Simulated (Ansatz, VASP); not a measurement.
## C: VASP beside Ansatz

File INCAR:

```
SYSTEM = C
PREC = Accurate
ENCUT = 520
EDIFF = 1E-7
ISMEAR = 0
SIGMA = 0.05
LREAL = .False.
LASPH = .True.
NELM = 80
ALGO = Normal
ISIF = 2
LWAVE = .False.
LCHARG = .False.
GGA = PE
IVDW = 12
NBANDS = 11
```

Contents of KPOINTS:

```
Automatic mesh
0
Gamma
  15 15 15
  0 0 0
```

Contents of POSCAR:

```
C
1.0
    1.2324809262      0.7115731945      3.3609366220
   -1.2324809262      0.7115731945      3.3609366220
    0.0000000000     -1.4231463891      3.3609366220
C
2
Direct
    0.1741331993      0.1741331993      0.1741331993
    0.8258668007      0.8258668007      0.8258668007
```

Input for Ansatz:

```yaml
crystal:
  lattice:
    - [1.2324809262, 0.7115731945, 3.360936622]
    - [-1.2324809262, 0.7115731945, 3.360936622]
    - [0.0, -1.4231463891, 3.360936622]
  atoms:
    - { symbol: C, position: [0.1741331993, 0.1741331993, 0.1741331993] }
    - { symbol: C, position: [0.8258668007, 0.8258668007, 0.8258668007] }
basis:
  ecutwfc: 520.0
kpoints:
  mp_grid: { grid: [15, 15, 15] }
hamiltonian:
  xc: pbe
  pseudopotentials: { kind: paw, azcp: { folder: soft_1 } }
  dispersion: d3bj
scf:
  occupations: { method: gaussian, width: 0.05 }
output:
  forces: true
  stress: true
  eigenvalues: true
```

Change from the starting cell: mode 4 frozen in at +0.076 Å, equal normal strain along x, y and z +0.0000.

Alike in both runs: task single point; functional PBE; dispersion D3(BJ); k mesh 15 × 15 × 15; occupations gaussian, width 0.05 eV; no spin polarisation.

|  | VASP | Ansatz |
| --- | --- | --- |
| version | VASP 6.6.1 | Ansatz 0.2.0 |
| potentials or method | VASP PAW PBE potentials, release 64 (C), cutoff 520 eV | scalar-relativistic, plane waves, PAW |
| valence electrons in the cell | 8 | 8 |

```csv
,VASP,Ansatz,Ansatz less VASP
gap on the k mesh at the Fermi level (eV),0.44,0.44,-0.001
least direct gap on the mesh (eV),0.44,0.44,-0.001
pressure (GPa),-0.8,-1.3,-0.46
"traceless stress, the component that is largest in VASP (GPa)",-2.59,-2.07,+0.525
rms of the force components (eV/Å),1.457,1.462,+0.0058
```

Atom by atom the forces differ by 0.006 eV/Å (rms over components).
